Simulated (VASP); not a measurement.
# Si4O7 (a cell with a defect) in VASP: a series of runs

Si4O7 (a cell with a defect) is run at these levels: PBE; tasks: single point.

All numbers are computed with VASP 6.6.1; they aren't measurements. Logs are shortened: lines on timing, memory, paths and dates and some standing lists are left out, and cuts for length are marked.

## Step 1: The cell of the first run

The cell holds a defect, 11 atoms: a = 5.080 Å, b = 5.080 Å, c = 7.091 Å, α = 90.00°, β = 90.00°, γ = 90.00°.

## Step 2: Single point, PBE

Contents of INCAR:

```
SYSTEM = Si4O7
ALGO = Normal
EDIFF = 1E-7
ENCUT = 520
GGA = PE
ISIF = 2
ISMEAR = 0
LASPH = .TRUE.
LCHARG = .FALSE.
LREAL = .FALSE.
LWAVE = .FALSE.
NBANDS = 40
NELM = 100
PREC = Accurate
SIGMA = 0.05
```

Contents of KPOINTS:

```
k-points
0
G
  4 4 4
  0 0 0
```

Contents of POSCAR:

```
Si4O7
1.0
    5.0799801732      0.0000000000      0.0000000000
    0.0000000000      5.0799801732      0.0000000000
    0.0000000000      0.0000000000      7.0914769300
Si O
4 7
Direct
    0.2944292339      0.2944292339      0.0000000000
    0.2055707661      0.7944292339      0.2500000000
    0.7055707661      0.7055707661      0.5000000000
    0.7944292339      0.2055707661      0.7500000000
    0.4053663613      0.7409644515      0.4248320116
    0.7590355485      0.9053663613      0.6748320116
    0.5946336387      0.2590355485      0.9248320116
    0.7409644515      0.4053663613      0.5751679884
    1.3138221047      0.9932847412      0.1421943812
    0.2590355485      0.5946336387      0.0751679884
    0.0946336387      0.2409644515      0.8251679884
```

Potentials or basis: VASP PAW PBE potentials, release 64 (Si, O).

Launch:

```console
$ cat potpaw_PBE.64/Si/POTCAR potpaw_PBE.64/O/POTCAR > POTCAR
$ mpirun -np 1 vasp_std > vasp.out
```

OUTCAR:

```text
SYSTEM = Si4O7
   EDIFF = 1E-7
   ENCUT = 520
   GGA = PE
   ISIF = 2
   ISMEAR = 0
   LASPH = .TRUE.
   LREAL = .FALSE.
   NELM = 100
   PREC = Accurate

 ion  position               nearest neighbor table
   1  0.294  0.294  0.000-  11 1.63  10 1.63   7 1.63   9 1.83   2 3.13   4 3.13   2 3.13   4 3.13

   2  0.206  0.794  0.250-   9 1.38   5 1.63  10 1.63   3 3.13   1 3.13   1 3.13   3 3.13
   3  0.706  0.706  0.500-   6 1.63   5 1.63   8 1.63   4 3.13   2 3.13   4 3.13   2 3.13
   4  0.794  0.206  0.750-   7 1.63   8 1.63   6 1.63  11 1.63   1 3.13   3 3.13   3 3.13   1 3.13

   5  0.405  0.741  0.425-   2 1.63   3 1.63
   6  0.759  0.905  0.675-   3 1.63   4 1.63
   7  0.595  0.259  0.925-   4 1.63   1 1.63
   8  0.741  0.405  0.575-   4 1.63   3 1.63
   9  0.314  0.993  0.142-   2 1.38   1 1.83
  10  0.259  0.595  0.075-   2 1.63   1 1.63
  11  0.095  0.241  0.825-   1 1.63   4 1.63

  LATTYP: Found a simple tetragonal cell.
 ALAT       =     5.0799801732
 C/A-ratio  =     1.3959654739

  Lattice vectors:

 A1 = (   5.0799801732,   0.0000000000,   0.0000000000)
 A2 = (   0.0000000000,   5.0799801732,   0.0000000000)
 A3 = (   0.0000000000,   0.0000000000,   7.0914769300)

Analysis of symmetry for initial positions (statically):
=====================================================================
 Subroutine PRICEL returns:
 Original cell was already a primitive cell.

 Routine SETGRP: Setting up the symmetry group for a
 simple tetragonal supercell.

 Subroutine GETGRP returns: Found  1 space group operations
 (whereof  1 operations were pure point group operations)
 out of a pool of 16 trial point group operations.

The static configuration has the point symmetry C_1 .

Analysis of symmetry for dynamics (positions and initial velocities):
=====================================================================
 Subroutine PRICEL returns:
 Original cell was already a primitive cell.

 Routine SETGRP: Setting up the symmetry group for a
 simple tetragonal supercell.

 Subroutine GETGRP returns: Found  1 space group operations
 (whereof  1 operations were pure point group operations)
 out of a pool of 16 trial point group operations.

The dynamic configuration has the point symmetry C_1 .

 Subroutine INISYM returns: Found  1 space group operations
 (whereof  1 operations are pure point group operations),
 and found     1 'primitive' translations

----------------------------------------------------------------------------------------

                                     Primitive cell

  volume of cell :     183.0041

  direct lattice vectors                    reciprocal lattice vectors
     5.079980173  0.000000000  0.000000000     0.196851162  0.000000000  0.000000000
     0.000000000  5.079980173  0.000000000     0.000000000  0.196851162  0.000000000
     0.000000000  0.000000000  7.091476930     0.000000000  0.000000000  0.141014349

  length of vectors
     5.079980173  5.079980173  7.091476930     0.196851162  0.196851162  0.141014349

  position of ions in fractional coordinates (direct lattice)
     0.294429234  0.294429234  0.000000000
     0.205570766  0.794429234  0.250000000
     0.705570766  0.705570766  0.500000000
     0.794429234  0.205570766  0.750000000
     0.405366361  0.740964451  0.424832012
     0.759035549  0.905366361  0.674832012
     0.594633639  0.259035549  0.924832012
     0.740964451  0.405366361  0.575167988
     0.313822105  0.993284741  0.142194381
     0.259035549  0.594633639  0.075167988
     0.094633639  0.240964451  0.825167988

  ion indices of the primitive-cell ions
   primitive index   ion index
                 1           1
                 2           2
                 3           3
                 4           4
                 5           5
                 6           6
                 7           7
                 8           8
                 9           9
                10          10
                11          11

----------------------------------------------------------------------------------------

 KPOINTS: k-points

Automatic generation of k-mesh.
 Grid dimensions read from file:
 generate k-points for:    4    4    4

 Generating k-lattice:

  Cartesian coordinates                     Fractional coordinates (reciprocal lattice)
     0.049212790  0.000000000  0.000000000     0.250000000  0.000000000  0.000000000
     0.000000000  0.049212790  0.000000000     0.000000000  0.250000000  0.000000000
     0.000000000  0.000000000  0.035253587     0.000000000  0.000000000  0.250000000

  Length of vectors
     0.049212790  0.049212790  0.035253587

  Shift w.r.t. Gamma in fractional coordinates (k-lattice)
     0.000000000  0.000000000  0.000000000

 Subroutine IBZKPT returns following result:
 ===========================================

 Found     36 irreducible k-points:

 Following reciprocal coordinates:
            Coordinates               Weight
  0.000000  0.000000  0.000000      1.000000
  0.250000  0.000000  0.000000      2.000000
  0.000000  0.250000  0.000000      2.000000
  0.500000  0.000000  0.000000      1.000000
  0.000000  0.500000  0.000000      1.000000
  0.250000  0.250000  0.000000      2.000000
[... 16 lines left out ...]
 -0.250000  0.500000  0.250000      2.000000
  0.500000 -0.250000  0.250000      2.000000
 [... further k-points ...]
   k-points           NKPTS =     36   k-points in BZ     NKDIM =     36   number of bands    NBANDS=     40
   number of dos      NEDOS =    301   number of ions     NIONS =     11
   total plane-waves  NPLWV =  86400
   dimension x,y,z NGX =    40 NGY =   40 NGZ =   54
   dimension x,y,z NGXF=    80 NGYF=   80 NGZF=  108
   ions per type =               4   7
   NGX,Y,Z   is equivalent  to a cutoff of  13.09, 13.09, 12.66 a.u.
   NGXF,Y,Z  is equivalent  to a cutoff of  26.18, 26.18, 25.32 a.u.
 SYSTEM =  Si4O7
   PREC   = accura    normal or accurate (medium, high low for compatibility)
   ISTART =      0    job   : 0-new  1-cont  2-samecut
   ICHARG =      2    charge: 1-file 2-atom 10-const
   ISPIN  =      1    spin polarized calculation?
   LNONCOLLINEAR =      F non collinear calculations
   LSORBIT =      F    spin-orbit coupling
   LASPH  =      T    aspherical Exc in radial PAW
   ENCUT  =  520.0 eV  38.22 Ry    6.18 a.u.   9.45  9.45 13.19*2*pi/ulx,y,z
   NELM   =    100;   NELMIN=  2; NELMDL= -5     # of ELM steps
   EDIFF  = 0.1E-06   stopping-criterion for ELM
   LREAL  =      F    real-space projection
   EDIFFG = 0.1E-05   stopping-criterion for IOM
   NSW    =      0    number of steps for IOM
   IBRION =     -1    ionic relax: 0-MD 1-quasi-New 2-CG
   NFREE  =      0    steps in history (QN), initial steepest desc. (CG)
   ISIF   =      2    stress and relaxation
   ISYM   =      2    0-nonsym 1-usesym 2-fastsym
   POTIM  = 0.5000    time-step for ionic-motion
   TEBEG  =    0.0;   TEEND  =   0.0 temperature during run
   PSTRESS=    0.0 pullay stress
   NELECT =      58.0000    total number of electrons
   NUPDOWN=      -1.0000    fix difference up-down
   EMIN   =  10.00;   EMAX   =-10.00  energy-range for DOS
   EFERMI =   0.00;   METHOD = LEGACY
   ISMEAR =     0;   SIGMA  =   0.05  broadening in eV -4-tet -1-fermi 0-gaus
   EFERMI_NEDOS =   21; number of points for ismear=-14 and -15
   IALGO  =     38    algorithm
   IMIX   =      4    mixing-type and parameters
     AMIX     =   0.40;   BMIX     =  1.00
     AMIX_MAG =   1.60;   BMIX_MAG =  1.00
  volume/ion in A,a.u.               =      16.64       112.27
  Fermi-wavevector in a.u.,A,eV,Ry     =   1.116171  2.109257 16.950639  1.245837
  Thomas-Fermi vector in A             =   2.252782
   LORBIT       =      0    0 simple, 1 ext, 2 COOP (PROOUT), +10 PAW based schemes
   GGA     = PE    functional components
   LHFCALC =     F    Hartree Fock is set to
   AEXX    =    0.0000 exact exchange contribution
   IVDW    =     0    specifies the selected vdW correction
   LEPSILON=     F    determine dielectric tensor
   LRPA    =     F    only Hartree local field effects (RPA)
 non-spin polarized calculation
 Gauss-broadening in eV      SIGMA  =   0.05
  energy-cutoff  :      520.00
  volume of cell :      183.00
 maximum number of plane-waves:      4954
 NGX is ok and might be reduce to    40
   NGX = 19   NGY = 19   NGZ = 27

 number of electron      57.9999989 magnetization

 Free energy of the ion-electron system (eV)
  ---------------------------------------------------
  ext. energy  EPLUGINS =         0.00000000
  ---------------------------------------------------
  free energy    TOTEN  =       -80.67439073 eV

  energy without entropy =      -80.67439073  energy(sigma->0) =      -80.67439073

 E-fermi :   1.7802     XC(G=0):  -7.8887

 val. band max:        1.5294190635   @ k =   0.5000   0.5000   0.5000
 cond. band min:       4.1646385770   @ k =   0.5000   0.0000   0.0000
 fundamental gap:      2.6352195136
 Fermi energy:         1.7802035272

 k-point     1 :       0.0000    0.0000    0.0000
  band No.  band energies     occupation
      1     -19.9490      2.00000
      2     -19.2945      2.00000
      3     -18.7291      2.00000
      4     -17.9447      2.00000
      5     -17.8787      2.00000
      6     -17.8252      2.00000
[... 32 lines left out ...]
     39       9.5679      0.00000
     40      10.3220      0.00000

 k-point     2 :       0.2500    0.0000    0.0000
  band No.  band energies     occupation
      1     -19.8859      2.00000
      2     -19.3289      2.00000
      3     -18.6505      2.00000
      4     -18.1033      2.00000
      5     -17.8775      2.00000
      6     -17.8328      2.00000
[... 32 lines left out ...]
     39       9.5856      0.00000
     40      10.1312      0.00000

 k-point     3 :       0.0000    0.2500    0.0000
  band No.  band energies     occupation
      1     -19.8254      2.00000
      2     -19.2809      2.00000
      3     -18.7787      2.00000
      4     -18.0711      2.00000
      5     -17.9463      2.00000
      6     -17.8547      2.00000
[... 32 lines left out ...]
     39       9.6305      0.00000
     40       9.9826      0.00000

 k-point     4 :       0.5000    0.0000    0.0000
  band No.  band energies     occupation
      1     -19.8103      2.00000
      2     -19.3733      2.00000
      3     -18.4814      2.00000
      4     -18.3463      2.00000
      5     -17.8765      2.00000
      6     -17.8414      2.00000
[... 32 lines left out ...]
     39      10.0587      0.00000
     40      10.1788      0.00000
[... 772 lines left out ...]
     39       9.9856      0.00000
     40      10.4381      0.00000

 k-point    23 :      -0.2500    0.5000    0.2500
  band No.  band energies     occupation
      1     -19.5567      2.00000
      2     -19.3295      2.00000
      3     -18.6783      2.00000
      4     -18.5351      2.00000
      5     -17.9669      2.00000
      6     -17.8574      2.00000
[... 32 lines left out ...]
     39       9.6928      0.00000
     40      10.1459      0.00000

 k-point    24 :       0.5000   -0.2500    0.2500
  band No.  band energies     occupation
      1     -19.6998      2.00000
      2     -19.2525      2.00000
      3     -18.7014      2.00000
      4     -18.4056      2.00000
      5     -17.9363      2.00000
      6     -17.8575      2.00000
[... 32 lines left out ...]
     39       9.8712      0.00000
     40      10.4433      0.00000

 [... further k-points ...]
[... 5 lines left out ...]
  --------------------------------------------------------------------------------------
  -------------------------------------------------------------------------------------
  Total       -0.4798562     14.0256582      6.1723020      6.4405473     -4.1691848     -0.6235255
  in kB       -4.2010799    122.7928574     54.0377206     56.3861744    -36.5006833     -5.4588867
  external PRESSURE =      57.5431660 kB  Pullay stress =       0.0000000 kB

 VOLUME and BASIS-vectors are now :
 -----------------------------------------------------------------------------
  energy-cutoff  :      520.00
  volume of cell :      183.00
      direct lattice vectors                 reciprocal lattice vectors
     5.079980173  0.000000000  0.000000000     0.196851162  0.000000000  0.000000000
     0.000000000  5.079980173  0.000000000     0.000000000  0.196851162  0.000000000
     0.000000000  0.000000000  7.091476930     0.000000000  0.000000000  0.141014349

 POSITION                                       TOTAL-FORCE (eV/Angst)
 -----------------------------------------------------------------------------------
      1.49569      1.49569      0.00000         0.960160     -2.165045      0.437201
      1.04430      4.03568      1.77287        -6.913770    -10.314993      8.826238
      3.58429      3.58429      3.54574         1.631569      0.489516     -1.374304
      4.03568      1.04430      5.31861        -0.252249     -0.064466      0.095451
      2.05925      3.76408      3.01269         0.541903     -0.589918      0.972173
      3.85589      4.59924      4.78556        -0.000545      0.172176      0.292365
      3.02073      1.31590      6.55842         0.367050      0.440392     -0.337352
      3.76408      2.05925      4.07879         0.035904     -0.239954     -0.019760
      1.59421      5.04587      1.00837         4.221221     17.181438     -8.695306
      1.31590      3.02073      0.53305        -0.626392     -4.833517     -0.631488
      0.48074      1.22409      5.85166         0.035148     -0.075629      0.434781
 -----------------------------------------------------------------------------------
    total drift:                                0.000048     -0.000645     -0.000006

  FREE ENERGIE OF THE ION-ELECTRON SYSTEM (eV)
  ---------------------------------------------------
  free  energy   TOTEN  =       -80.6743907344 eV

  energy  without entropy=      -80.6743907344  energy(sigma->0) =      -80.67439073
```

Wall time 6.2 min (1 thread of Intel Xeon Platinum 8259CL at 2.50GHz (Skylake/Cascade Lake), shared host); peak memory 0.38 GiB.

Results:

```yaml
Free_energy: -80.6744 eV
Pressure: 5.8 GPa
Largest_force: 19.714 eV/Å
Band_gap_on_the_k_mesh: 2.64 eV
```

Forces on the atoms (eV/Å):
```
Si    0.960  -2.165   0.437
Si   -6.914 -10.315   8.826
Si    1.632   0.490  -1.374
Si   -0.252  -0.064   0.095
O     0.542  -0.590   0.972
O    -0.001   0.172   0.292
O     0.367   0.440  -0.337
O     0.036  -0.240  -0.020
O     4.221  17.181  -8.695
O    -0.626  -4.834  -0.631
O     0.035  -0.076   0.435
```

Caveat: the cell differs from its parent crystal (atoms taken out, atom 9 moved 1.000 of the way to it and -0.675 Å across, host rigid).

## Step 3: Single point, PBE

Contents of INCAR:

```
SYSTEM = Si4O7
PREC = Accurate
ENCUT = 520
EDIFF = 1E-7
ISMEAR = 0
SIGMA = 0.05
LREAL = .FALSE.
LASPH = .TRUE.
NELM = 80
ALGO = Normal
ISIF = 2
LWAVE = .FALSE.
LCHARG = .TRUE.
GGA = PE
LELF = .TRUE.
LVHAR = .TRUE.
NBANDS = 40
```

Contents of KPOINTS:

```
Automatic mesh
0
G
  4 4 4
  0 0 0
```

POSCAR: that of step 2 with these lines changed.

```diff
@@ -16,3 +16,3 @@
     0.7409644515      0.4053663613      0.5751679884
-    1.3138221047      0.9932847412      0.1421943812
+    0.9053663613      0.7590355485      0.3251679884
     0.2590355485      0.5946336387      0.0751679884
```

Potentials or basis: VASP PAW PBE potentials, release 64 (Si, O).

Launch:

```console
$ cat potpaw_PBE.64/Si/POTCAR potpaw_PBE.64/O/POTCAR > POTCAR
$ mpirun -np 1 vasp_std > vasp.out
```

It took 5.9 min on 1 thread of Intel Xeon Platinum 8259CL at 2.50GHz (Skylake/Cascade Lake), shared host; peak memory 0.38 GiB.

It converged, with:

| Property | Result |
| --- | --- |
| Free energy | -83.7479 eV |
| Pressure | -0.6 GPa |
| Largest force | 2.748 eV/Å |
| Band gap on the k mesh | 2.60 eV |

Forces on the atoms (eV/Å):
```
Si  -0.344 -2.170  1.439
Si   0.332  2.369 -1.352
Si   0.042  0.018  0.214
Si   0.051 -0.085  0.072
O    0.038 -0.041  0.199
O   -0.013 -0.020 -0.075
O    0.227  0.099 -0.096
O   -0.021  0.032 -0.077
O   -0.141 -0.016  0.032
O   -0.005 -0.266 -0.002
O   -0.166  0.080 -0.355
```

Stress tensor (GPa, compression positive):
```
 1.47 -0.88  0.51
-0.88 -2.86  3.31
 0.51  3.31 -0.45
```

Levels at points of the mesh, in eV from the valence-band top:
```tsv
k point	band 26	band 27	band 28	band 29	band 30	band 31	band 32	band 33
(0.00, 0.00, 0.00)	-2.77	-2.71	-2.38	-1.16	3.66	4.28	5.63	6.31
(0.50, 0.00, 0.00)	-3.10	-2.96	-2.71	-0.86	3.73	4.50	5.81	6.36
(0.00, 0.50, 0.00)	-2.90	-2.78	-2.68	-0.06	2.60	5.16	5.53	5.90
(0.50, 0.50, 0.00)	-3.16	-2.82	-2.80	-0.09	2.91	4.87	5.46	6.39
(0.00, 0.00, 0.50)	-2.88	-2.74	-2.62	-0.90	3.08	4.91	5.66	6.11
(0.50, 0.00, 0.50)	-3.18	-2.74	-2.59	-1.01	3.80	5.09	5.54	5.80
(0.00, 0.50, 0.50)	-3.19	-2.81	-2.40	-0.15	2.74	5.05	5.59	6.00
(0.50, 0.50, 0.50)	-3.09	-2.96	-2.88	0.00	2.85	4.97	5.40	6.84
```

(Continued in part 2 of 2.)
